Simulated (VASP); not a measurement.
Set up this calculation in VASP 6.6.1, as the native input.

- Task: single point
- Functional: LDA
- Potentials or basis: VASP PAW LDA potentials, release 64 (Au)
- Cutoff: 520 eV
- k mesh: 17 × 17 × 17
- Occupations: fermi-dirac, width 0.05 eV
- Spin: no spin polarisation
- Dipole correction: no
- Further INCAR settings: ALGO = Normal; EDIFF = 1e-07; NBANDS = 12

The structure of Au lies in POSCAR:

```
Au
1.0
    2.5469765790      0.0000000000      0.0000000000
    0.0000000000      2.5469765790      0.0000000000
    0.0000000000      0.0000000000      2.5469765790
Au
1
Direct
    0.0000000000      0.0000000000      0.0000000000
```

The input as run:

INCAR

```
PREC     = Accurate       # precision mode
ENCUT    = 520            # plane-wave cutoff, eV
EDIFF    = 1E-7           # SCF threshold, eV
ISMEAR   = -1             # smearing method
SIGMA    = 0.05           # smearing width, eV
LREAL    = False          # projectors in reciprocal space
LASPH    = True           # aspherical terms in the spheres
NELM     = 100            # most SCF steps
ALGO     = Normal         # electronic algorithm
ISIF     = 2              # what is computed and relaxed
LWAVE    = False          # write WAVECAR
LCHARG   = True           # write CHGCAR
GGA      = CA             # functional
LELF     = True           # ELF
LVHAR    = True         
NBANDS   = 12             # bands
```

KPOINTS

```
Automatic mesh
0
Gamma
  17 17 17
```

Potentials or basis: VASP PAW LDA potentials, release 64 (Au).

Command:

```sh
$ cat potpaw_LDA.64/Au/POTCAR > POTCAR
$ mpirun -np 1 vasp_std > vasp.out
```

Results of the run:

- Pressure: 30.8 GPa

Run time: 8.8 s on 1 thread of Intel(R) Xeon(R) 6975P-C (Granite Rapids) (shared host), peak memory 0.14 GiB.
